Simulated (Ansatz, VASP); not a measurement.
One calculation of BeS, two programs

```
Be S
1.0
     0.00000    2.59400    2.47213
     2.47213    0.00000    2.47213
     2.47213    2.59400    0.00000
Be S
1 1
Direct
  0.00000 0.00000 0.00000
  0.75000 0.75000 0.75000
```

Alike in both runs: task single point; functional PBEsol; k mesh 10 × 10 × 10; occupations gaussian, width 0.05 eV; no spin polarisation.

|  | VASP | Ansatz |
| --- | --- | --- |
| version | VASP 6.6.1 | Ansatz 0.2.0 |
| potentials or method | VASP PAW PBE potentials, release 64 (Be, S), cutoff 520 eV | scalar-relativistic, plane waves, PAW |
| valence electrons in the cell | 8 | 8 |

Ansatz gave:

| Item | Value |
| --- | --- |
| gap on the k mesh at the Fermi level (eV) | 2.95 |
| least direct gap on the mesh (eV) | 4.76 |
| pressure (GPa) | -8.9 |
| traceless stress, the component that is largest in VASP (GPa) | -3.05 |

Question: What did VASP give for the same quantities?

Answer: gap on the k mesh at the Fermi level (eV): 2.95; least direct gap on the mesh (eV): 4.76; pressure (GPa): -8.8; traceless stress, the component that is largest in VASP (GPa): -3.03.

VASP's potentials were made for PBE, not for PBEsol. With one functional, cell and mesh, what is left measures potentials, basis and numerics.
